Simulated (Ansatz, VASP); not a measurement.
**Two plane-wave programs on NiO2**

```
Ni O
1.0
     2.71349    0.00000    0.00000
    -1.35675    2.34995    0.00000
     0.00000    0.00000    5.23433
Ni O
1 2
Direct
  0.00000 0.00000 0.50000
  0.66667 0.33333 0.63738
  0.33333 0.66667 0.36262
```

Alike in both runs: task single point; functional PBEsol; k mesh 12 × 12 × 6; occupations gaussian, width 0.05 eV; no spin polarisation.

```csv
,VASP,Ansatz
version,VASP 6.6.1,Ansatz 0.2.0
potentials or method,"VASP PAW PBE potentials, release 64 (Ni, O), cutoff 520 eV","scalar-relativistic, plane waves, PAW"
valence electrons in the cell,22,30
```

|  | VASP | Ansatz | Ansatz less VASP |
| --- | --- | --- | --- |
| gap on the k mesh at the Fermi level (eV) | 1.08 | 1.11 | +0.025 |
| least direct gap on the mesh (eV) | 1.71 | 1.77 | +0.054 |
| rms of the force components (eV/Å) | 2.975 | 2.952 | -0.0227 |

VASP's potentials were made for PBE, not for PBEsol. Atom by atom the forces differ by 0.023 eV/Å (rms over components). The functional is the same, so the differences come from potentials, cutoffs and numerics. VASP's potentials hold 22 valence electrons a cell and Ansatz's 30, so a difference there can come from the potentials and not from the codes.
